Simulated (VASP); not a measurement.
Write the native input for VASP 6.6.1 that does the following.

| Quantity | Value |
| --- | --- |
| Task | relaxation of cell and atoms |
| Functional | PBE |
| Potentials or basis | VASP PAW PBE potentials, release 64 (Ga_d, N) |
| Cutoff | 600 eV |
| k mesh | 12 × 12 × 6 |
| Occupations | fermi-dirac, width 0.05 eV |
| Spin | no spin polarisation |
| Target pressure | -0.0031 GPa |
| Dipole correction | no |
| Further INCAR settings | ALGO = Normal; EDIFF = 1e-07; IBRION = 2; EDIFFG = -0.005; NSW = 60; ISIF = 3 |

The structure of GaN (wurtzite type) lies in POSCAR:

```
GaN
1.0
    3.2091935793      0.0000000000      0.0000000000
   -1.6045967896      2.7792431653      0.0000000000
    0.0000000000      0.0000000000      5.2309855342
Ga N
2 2
Direct
    0.3333333333      0.6666666667      0.0000000000
    0.6666666667      0.3333333333      0.5000000000
    0.3333333333      0.6666666667      0.3760000000
    0.6666666667      0.3333333333      0.8760000000
```

These files were run (other wordings do the same):

INCAR

```
SYSTEM = GaN
PREC = Accurate
ENCUT = 600
EDIFF = 1E-7
ISMEAR = -1
SIGMA = 0.05
LREAL = .False.
LASPH = .True.
NELM = 60
ALGO = Normal
ISIF = 3
LWAVE = .False.
LCHARG = .False.
GGA = PE
IBRION = 2
NSW = 60
EDIFFG = -0.005
PSTRESS = -0.031
```

KPOINTS

```
regular mesh
0
Gamma
  12 12 6
  0 0 0
```

Potentials or basis: VASP PAW PBE potentials, release 64 (Ga_d, N).

Command:

```bash
$ cat potpaw_PBE.64/Ga_d/POTCAR potpaw_PBE.64/N/POTCAR > POTCAR
$ mpirun -np 1 vasp_std > vasp.out
```

Results of the run:

The relaxed volume is 11.76 Å³/atom and the relaxed cell is a = 3.218 Å, b = 3.218 Å, c = 5.243 Å, α = 90.00°, β = 90.00°, γ = 120.00°. The space group after relaxing (to 0.05 Å) is P6_3mc (No. 186). The energy change on relaxing (the enthalpy is what falls) is -0.4 meV/atom. The ionic steps are 6. The pressure after relaxing is 0.0 GPa and the band gap on the k mesh is 1.72 eV, direct.

Caveat: the cell is relaxed towards a set pressure, so the enthalpy falls and the energy may rise.

It took 3.6 min on 1 thread of AMD EPYC 9R45 96-Core Processor (Zen 5), on a shared host, peak memory 0.21 GiB.
